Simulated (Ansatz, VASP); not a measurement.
# BaTe: VASP beside Ansatz

Contents of INCAR:

```
SYSTEM = BaTe
PREC = Accurate ; ENCUT = 520
EDIFF = 1E-6 ; ISMEAR = 0
SIGMA = 0.02 ; LREAL = .FALSE.
LASPH = .TRUE. ; NELM = 100
ALGO = Normal ; ISIF = 2
LWAVE = .FALSE. ; LCHARG = .TRUE.
GGA = PE ; LELF = .TRUE.
LVHAR = .TRUE. ; NBANDS = 15
```

Contents of KPOINTS:

```
Automatic mesh
0
G
  8 8 8
  0 0 0
```

File POSCAR:

```
BaTe
1.0
    0.0000000000      3.6015333812      3.6015333812
    3.6015333812      0.0000000000      3.6015333812
    3.6015333812      3.6015333812      0.0000000000
Ba Te
1 1
Direct
    0.0000000000      0.0000000000      0.0000000000
    0.5000000000      0.5000000000      0.5000000000
```

Input for Ansatz:

```yaml
crystal:
  lattice:
    - [0.0, 3.6015333812, 3.6015333812]
    - [3.6015333812, 0.0, 3.6015333812]
    - [3.6015333812, 3.6015333812, 0.0]
  atoms:
    - { symbol: Ba, position: [0.0, 0.0, 0.0] }
    - { symbol: Te, position: [0.5, 0.5, 0.5] }
basis:
  ecutwfc: 420
kpoints:
  mp_grid: { grid: [8, 8, 8] }
hamiltonian:
  xc: pbe
scf:
  occupations: { method: gaussian, width: 0.02 }
output:
  forces: true
  stress: true
  eigenvalues: true
```

Alike in both runs: task single point; functional PBE; k mesh 8 × 8 × 8; occupations gaussian, width 0.02 eV; no spin polarisation.

```csv
,VASP,Ansatz
version,VASP 6.6.1,Ansatz 0.2.0
potentials or method,"VASP PAW PBE potentials, release 64 (Ba_sv, Te), cutoff 520 eV","scalar-relativistic, plane waves, PAW"
valence electrons in the cell,16,26
```

VASP gave:

- gap on the k mesh at the Fermi level (eV): 1.69
- least direct gap on the mesh (eV): 2.06
- pressure (GPa): -1.2

Problem. Which values does Ansatz return?

Solution. gap on the k mesh at the Fermi level (eV): 1.75; least direct gap on the mesh (eV): 2.11; pressure (GPa): -1.5.

With one functional, cell and mesh, what is left measures potentials, basis and numerics. VASP's potentials hold 16 valence electrons a cell and Ansatz's 26, so a difference there can come from the potentials and not from the codes.

Neither program's run includes spin-orbit coupling.
